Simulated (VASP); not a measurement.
Input of a VASP 6.6.1 run:

The input INCAR:

```
SYSTEM = Cu
ALGO = Normal
EDIFF = 1E-6
ENCUT = 600
GGA = PE
GGA_COMPAT = .FALSE.
ISIF = 2
ISMEAR = -1
LASPH = .TRUE.
LCHARG = .FALSE.
LREAL = .FALSE.
LWAVE = .FALSE.
NBANDS = 12
NELM = 120
PREC = Accurate
SIGMA = 0.05
```

KPOINTS

```
k-points
0
G
  12 12 12
  0 0 0
```

File POSCAR:

```
Cu
1.0
    0.0000000000      1.7917400000      1.7917400000
    1.7917400000      0.0000000000      1.7917400000
    1.7917400000      1.7917400000      0.0000000000
Cu
1
Direct
    0.0000000000      0.0000000000      0.0000000000
```

Potentials or basis: VASP PAW PBE potentials, release 64 (Cu).

Command:

```sh
$ cat potpaw_PBE.64/Cu/POTCAR > POTCAR
$ mpirun -np 1 vasp_std > vasp.out
```

(1) Estimate the pressure.

(2) Estimate the band gap on the k mesh.

## Answers

(1) 6.5 GPa.

(2) zero (an odd number of electrons rules out a gap without spin polarisation).

Caveat: the cell stands under pressure.
